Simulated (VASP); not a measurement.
Set up this calculation in VASP 6.6.1, as the native input.

```
Task                   : single point
Functional             : PBE
Potentials or basis    : VASP PAW PBE potentials, release 64 (K_sv, Nb_sv, O)
Cutoff                 : 600 eV
k mesh                 : 2 × 2 × 2
Occupations            : tetrahedron
Spin                   : collinear spin
Starting moments       : [0.0, 0.1, 0.0, 0.0, 0.0] μB
Dipole correction      : no
Further INCAR settings : ALGO = Normal; EDIFF = 1e-06; NBANDS = 32
```

The structure of KNbO3 lies in POSCAR:

```
KNbO3
1.0
    4.0129726800      0.0000000000      0.0000000000
    0.0000000000      4.0129726800      0.0000000000
    0.0000000000      0.0000000000      4.1102918300
K Nb O
1 1 3
Direct
    0.5000000000      0.5000000000      0.4999545100
    0.0000000000      0.0000000000      0.0149157700
    0.5000000000      0.0000000000      0.9741423400
    0.0000000000      0.5000000000      0.9741423400
    0.0000000000      0.0000000000      0.4716460400
```

The input as run:

INCAR

```
  ALGO = Normal
  EDIFF = 1E-6
  ENCUT = 600
  GGA = PE
  GGA_COMPAT = False
  ISIF = 2
  ISMEAR = -5
  ISPIN = 2
  LASPH = True
  LCHARG = False
  LMAXMIX = 4
  LORBIT = 11
  LREAL = False
  LWAVE = False
  MAGMOM = 0 0.1 0 0 0
  NBANDS = 32
  NELM = 200
  PREC = Accurate
  SIGMA = 0.1
```

KPOINTS

```
k-points
0
Gamma
  2 2 2
```

Potentials or basis: VASP PAW PBE potentials, release 64 (K_sv, Nb_sv, O).

Launch:

```bash
$ cat potpaw_PBE.64/K_sv/POTCAR potpaw_PBE.64/Nb_sv/POTCAR potpaw_PBE.64/O/POTCAR > POTCAR
$ mpirun -np 1 vasp_std > vasp.out
```

It gave:

```json
{
  "Pressure": "0.4 GPa",
  "Largest force": "3.175 eV/Å",
  "Band gap on the k mesh": "1.35 eV (least direct gap 2.21 eV)",
  "Net moment": "0.00 μB per cell",
  "Valence electrons inside the program's atomic spheres": "K 7.61; Nb 10.30; O 5.05"
}
```

Caveat: the k points lie up to 0.78 Å⁻¹ apart; forces of over 1 eV/Å act on the atoms, so gaps and moduli don't describe the material at rest.

Wall time 34 s on 1 thread of Intel(R) Xeon(R) Platinum 8259CL CPU @ 2.50GHz (Skylake/Cascade Lake), on a shared host, peak memory 0.22 GiB.
